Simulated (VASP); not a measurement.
# Ni in VASP: single point with PBEsol+D3(BJ)

Aim: the single point of Ni with PBEsol+D3(BJ).

Everything below comes from runs of VASP 6.6.1. Logs are shortened: lines on timing, memory, paths and dates and some standing lists are left out, and cuts for length are marked.

## (1) The cell of the first run

The cell holds a slab with vacuum, 4 atoms: a = 2.458 Å, b = 2.458 Å, c = 22.841 Å, α = 90.00°, β = 90.00°, γ = 120.00°.

## (2) Single point, PBEsol+D3(BJ), collinear spin, ferromagnetic start

Contents of INCAR:

```
PREC = Accurate
ENCUT = 520
EDIFF = 1E-6
ISMEAR = 1
SIGMA = 0.1
LREAL = F
LASPH = T
NELM = 200
ALGO = Normal
ISIF = 2
LWAVE = F
LCHARG = T
ISPIN = 2
MAGMOM = 0.808 0.813 0.814 0.809
LORBIT = 11
LMAXMIX = 4
LDIPOL = T
IDIPOL = 3
DIPOL = 0.5 0.5 0.435
GGA = PS
IVDW = 12
LELF = T
LVHAR = T
LVACPOTAV = T
NBANDS = 32
GGA_COMPAT = F
NELMDL = -8
```

Contents of KPOINTS:

```
Automatic mesh
0
Gamma
  15 15 1
```

Contents of POSCAR:

```
Ni
1.0
    2.4583702501      0.0000000000      0.0000000000
   -1.2291851250      2.1290110885      0.0000000000
    0.0000000000      0.0000000000     22.8412632504
Ni
4
Direct
    0.0000000000      0.0000000000      0.3063904210
    0.6666666667      0.3333333333      0.3921426724
    0.3333333333      0.6666666667      0.4783128389
    0.0000000000      1.0000000000      0.5640183365
```

Potentials or basis: VASP PAW PBE potentials, release 64 (Ni).

Started as:

```console
$ cat potpaw_PBE.64/Ni/POTCAR > POTCAR
$ mpirun -np 1 vasp_std > vasp.out
```

OUTCAR:

```text
PREC = Accurate
   ENCUT = 520
   EDIFF = 1E-6
   ISMEAR = 1
   LREAL = F
   LASPH = T
   NELM = 200
   ISIF = 2
   ISPIN = 2
   LORBIT = 11
   GGA = PS
   IVDW = 12
   NELMDL = -8
 IVDW          = 12

 ion  position               nearest neighbor table
   1  0.000  0.000  0.306-   2 2.42   2 2.42   2 2.42
   2  0.667  0.333  0.392-   1 2.42   1 2.42   1 2.42   3 2.43   3 2.43   3 2.43
   3  0.333  0.667  0.478-   4 2.42   4 2.42   4 2.42   2 2.43   2 2.43   2 2.43
   4  0.000  0.000  0.564-   3 2.42   3 2.42   3 2.42

  LATTYP: Found a hexagonal cell.
 ALAT       =     2.4583702501
 C/A-ratio  =     9.2912217960

  Lattice vectors:

 A1 = (   2.4583702501,   0.0000000000,   0.0000000000)
 A2 = (  -1.2291851250,   2.1290110885,   0.0000000000)
 A3 = (   0.0000000000,   0.0000000000,  22.8412632504)

Analysis of symmetry for initial positions (statically):
=====================================================================
 Subroutine PRICEL returns:
 Original cell was already a primitive cell.

 Routine SETGRP: Setting up the symmetry group for a
 hexagonal supercell.

 Subroutine GETGRP returns: Found  6 space group operations
 (whereof  6 operations were pure point group operations)
 out of a pool of 24 trial point group operations.

The static configuration has the point symmetry C_3v.

Analysis of symmetry for dynamics (positions and initial velocities):
=====================================================================
 Subroutine PRICEL returns:
 Original cell was already a primitive cell.

 Routine SETGRP: Setting up the symmetry group for a
 hexagonal supercell.

 Subroutine GETGRP returns: Found  6 space group operations
 (whereof  6 operations were pure point group operations)
 out of a pool of 24 trial point group operations.

The dynamic configuration has the point symmetry C_3v.

Analysis of structural, dynamic, and magnetic symmetry:
=====================================================================
 Subroutine PRICEL returns:
 Original cell was already a primitive cell.

 Routine SETGRP: Setting up the symmetry group for a
 hexagonal supercell.

 Subroutine GETGRP returns: Found  6 space group operations
 (whereof  6 operations were pure point group operations)
 out of a pool of 24 trial point group operations.

The overall configuration has the point symmetry C_3v.

 Subroutine INISYM returns: Found  6 space group operations
 (whereof  6 operations are pure point group operations),
 and found     1 'primitive' translations

----------------------------------------------------------------------------------------

                                     Primitive cell

  volume of cell :     119.5488

  direct lattice vectors                    reciprocal lattice vectors
     2.458370250  0.000000000  0.000000000     0.406773553  0.234850820  0.000000000
    -1.229185125  2.129011088  0.000000000     0.000000000  0.469701640  0.000000000
     0.000000000  0.000000000 22.841263250     0.000000000  0.000000000  0.043780416

  length of vectors
     2.458370250  2.458370250 22.841263250     0.469701640  0.469701640  0.043780416

  position of ions in fractional coordinates (direct lattice)
     0.000000000  0.000000000  0.306390421
     0.666666667  0.333333333  0.392142672
     0.333333333  0.666666667  0.478312839
     0.000000000  0.000000000  0.564018336

  ion indices of the primitive-cell ions
   primitive index   ion index
                 1           1
                 2           2
                 3           3
                 4           4

----------------------------------------------------------------------------------------

 KPOINTS: Automatic mesh

Automatic generation of k-mesh.
 Grid dimensions read from file:
 generate k-points for:   15   15    1

 Generating k-lattice:

  Cartesian coordinates                     Fractional coordinates (reciprocal lattice)
     0.027118237  0.015656721  0.000000000     0.066666667  0.000000000  0.000000000
     0.000000000  0.031313443  0.000000000     0.000000000  0.066666667  0.000000000
     0.000000000  0.000000000  0.043780416     0.000000000  0.000000000  1.000000000

  Length of vectors
     0.031313443  0.031313443  0.043780416

  Shift w.r.t. Gamma in fractional coordinates (k-lattice)
     0.000000000  0.000000000  0.000000000

 Subroutine IBZKPT returns following result:
 ===========================================

 Found     27 irreducible k-points:

 Following reciprocal coordinates:
            Coordinates               Weight
  0.000000  0.000000  0.000000      1.000000
  0.066667 -0.000000  0.000000      6.000000
  0.133333 -0.000000  0.000000      6.000000
  0.200000 -0.000000  0.000000      6.000000
  0.266667 -0.000000  0.000000      6.000000
  0.333333 -0.000000  0.000000      6.000000
[... 16 lines left out ...]
  0.333333  0.200000  0.000000     12.000000
  0.400000  0.200000  0.000000      6.000000
 [... further k-points ...]
   k-points           NKPTS =     27   k-points in BZ     NKDIM =     27   number of bands    NBANDS=     32
   number of dos      NEDOS =    301   number of ions     NIONS =      4
   total plane-waves  NPLWV =  58320
   dimension x,y,z NGX =    18 NGY =   18 NGZ =  180
   dimension x,y,z NGXF=    36 NGYF=   36 NGZF=  360
   ions per type =               4
   NGX,Y,Z   is equivalent  to a cutoff of  12.17, 12.17, 13.10 a.u.
   NGXF,Y,Z  is equivalent  to a cutoff of  24.34, 24.34, 26.20 a.u.
 SYSTEM =  unknown system
   PREC   = accura    normal or accurate (medium, high low for compatibility)
   ISTART =      0    job   : 0-new  1-cont  2-samecut
   ICHARG =      2    charge: 1-file 2-atom 10-const
   ISPIN  =      2    spin polarized calculation?
   LNONCOLLINEAR =      F non collinear calculations
   LSORBIT =      F    spin-orbit coupling
   LASPH  =      T    aspherical Exc in radial PAW
   ENCUT  =  520.0 eV  38.22 Ry    6.18 a.u.   4.57  4.57 42.47*2*pi/ulx,y,z
   NELM   =    200;   NELMIN=  2; NELMDL= -8     # of ELM steps
   EDIFF  = 0.1E-05   stopping-criterion for ELM
   LREAL  =      F    real-space projection
   EDIFFG = 0.1E-04   stopping-criterion for IOM
   NSW    =      0    number of steps for IOM
   IBRION =     -1    ionic relax: 0-MD 1-quasi-New 2-CG
   NFREE  =      0    steps in history (QN), initial steepest desc. (CG)
   ISIF   =      2    stress and relaxation
   ISYM   =      2    0-nonsym 1-usesym 2-fastsym
   POTIM  = 0.5000    time-step for ionic-motion
   TEBEG  =    0.0;   TEEND  =   0.0 temperature during run
   PSTRESS=    0.0 pullay stress
   NELECT =      40.0000    total number of electrons
   NUPDOWN=      -1.0000    fix difference up-down
   EMIN   =  10.00;   EMAX   =-10.00  energy-range for DOS
   EFERMI =   0.00;   METHOD = LEGACY
   ISMEAR =     1;   SIGMA  =   0.10  broadening in eV -4-tet -1-fermi 0-gaus
   EFERMI_NEDOS =   21; number of points for ismear=-14 and -15
   IALGO  =     38    algorithm
   IMIX   =      4    mixing-type and parameters
     AMIX     =   0.40;   BMIX     =  1.00
     AMIX_MAG =   1.60;   BMIX_MAG =  1.00
  volume/ion in A,a.u.               =      29.89       201.69
  Fermi-wavevector in a.u.,A,eV,Ry     =   1.136527  2.147724 17.574555  1.291693
  Thomas-Fermi vector in A             =   2.273232
   LORBIT       =     11    0 simple, 1 ext, 2 COOP (PROOUT), +10 PAW based schemes
   GGA     = PS    functional components
   LHFCALC =     F    Hartree Fock is set to
   AEXX    =    0.0000 exact exchange contribution
   IVDW    =    12    specifies the selected vdW correction
   LEPSILON=     F    determine dielectric tensor
   LRPA    =     F    only Hartree local field effects (RPA)
 spin polarized calculation
 Methfessel and Paxton  Order N= 1 SIGMA  =   0.10
  energy-cutoff  :      520.00
  volume of cell :      119.55
 maximum number of plane-waves:      3268
   NGX =  9   NGY =  9   NGZ = 85

 dipolmoment           0.000000      0.000000      0.000037 electrons x Angstroem

 number of electron      39.9999980 magnetization       2.7378160

 dipolmoment           0.000000      0.000000     -0.000051 electrons x Angstroem

 Free energy of the ion-electron system (eV)
  ---------------------------------------------------
  ext. energy  EPLUGINS =         0.00000000
  ---------------------------------------------------
  free energy    TOTEN  =       -23.03171806 eV

  energy without entropy =      -23.02884036  energy(sigma->0) =      -23.03075882

 E-fermi :   0.0664     XC(G=0):  -5.5630

 val. band max:        0.0639278129   @ k =   0.3333  -0.0000   0.0000
 cond. band min:       0.0669649243   @ k =   0.4667   0.0667   0.0000
 fundamental gap:      0.0030371114
 Fermi energy:         0.0664220113

 spin component 1

 k-point     1 :       0.0000    0.0000    0.0000
  band No.  band energies     occupation
      1      -8.8820      1.00000
      2      -7.4229      1.00000
      3      -5.6993      1.00000
      4      -5.0851      1.00000
      5      -2.6065      1.00000
      6      -2.5178      1.00000
[... 829 lines left out ...]
     31      11.6282      0.00000
     32      12.1463      0.00000

 [... further k-points ...]

 spin component 2

 k-point     1 :       0.0000    0.0000    0.0000
  band No.  band energies     occupation
      1      -8.8910      1.00000
      2      -7.4175      1.00000
      3      -5.5879      1.00000
      4      -4.7005      1.00000
      5      -1.9443      1.00000
      6      -1.8079      1.00000
[... 829 lines left out ...]
     31      11.7877      0.00000
     32      12.2074      0.00000

 [... further k-points ...]

------------------------ aborting loop because EDIFF is reached ----------------------------------------

 Edisp (eV)   -1.19538

 E8    (eV) :    -0.8058

  FORCE on cell =-STRESS in cart. coord.  units (eV):
  Direction    XX          YY          ZZ          XY          YZ          ZX
  --------------------------------------------------------------------------------------
  -------------------------------------------------------------------------------------
  Total      -2.84940    -2.84940    -0.06574    -0.00000     0.00000    -0.00000
  in kB     -38.18733   -38.18733    -0.88103    -0.00000     0.00000    -0.00000
  external pressure =      -25.75 kB  Pullay stress =        0.00 kB

 VOLUME and BASIS-vectors are now :
 -----------------------------------------------------------------------------
  energy-cutoff  :      520.00
  volume of cell :      119.55
      direct lattice vectors                 reciprocal lattice vectors
     2.458370250  0.000000000  0.000000000     0.406773553  0.234850820  0.000000000
    -1.229185125  2.129011088  0.000000000     0.000000000  0.469701640  0.000000000
     0.000000000  0.000000000 22.841263250     0.000000000  0.000000000  0.043780416

 POSITION                                       TOTAL-FORCE (eV/Angst)
 -----------------------------------------------------------------------------------
      0.00000      0.00000      6.99834         0.000000     -0.000000      0.010206
      1.22919      0.70967      8.95703        -0.000000      0.000000      0.004800
     -0.00000      1.41934     10.92527        -0.000000     -0.000000     -0.011996
      0.00000      0.00000     12.88289        -0.000000     -0.000000     -0.003011
 -----------------------------------------------------------------------------------
    total drift:                                0.000000     -0.000000      0.000033

  FREE ENERGIE OF THE ION-ELECTRON SYSTEM (eV)
  ---------------------------------------------------
  free  energy   TOTEN  =       -24.2270964119 eV

  energy  without entropy=      -24.2242187198  energy(sigma->0) =      -24.22613718

 vacuum level on the upper side and lower side of the slab         5.307         5.308

 total charge

# of ion       s       p       d       tot
------------------------------------------
    1        0.512   0.422   8.315   9.249
    2        0.522   0.554   8.335   9.411
    3        0.523   0.554   8.335   9.412
    4        0.512   0.422   8.315   9.250
--------------------------------------------------
tot          2.070   1.952  33.300  37.322

 magnetization (x)

# of ion       s       p       d       tot
------------------------------------------
    1       -0.005  -0.023   0.721   0.693
    2       -0.006  -0.027   0.726   0.693
    3       -0.006  -0.027   0.726   0.693
    4       -0.005  -0.023   0.721   0.693
--------------------------------------------------
tot         -0.023  -0.101   2.894   2.771
```

It took 16 min on 1 thread of Oxide Virtual Turin-like, shared host; peak memory 0.33 GiB.

Results:

- Free energy: -24.2271 eV
- Largest force: 0.012 eV/Å
- Net moment: 2.74 μB per cell
- Site moments: Ni +0.69 μB
- Valence electrons inside the program's atomic spheres: Ni 9.25, 9.41 (each value once)
- Dispersion energy per atom: -0.299 eV

Forces on the atoms (eV/Å):
```
Ni   0.000  0.000  0.010
Ni   0.000  0.000  0.005
Ni   0.000  0.000 -0.012
Ni   0.000  0.000 -0.003
```

Caveat: the PAW data sets were made with another functional, which shifts forces and pressure a little.
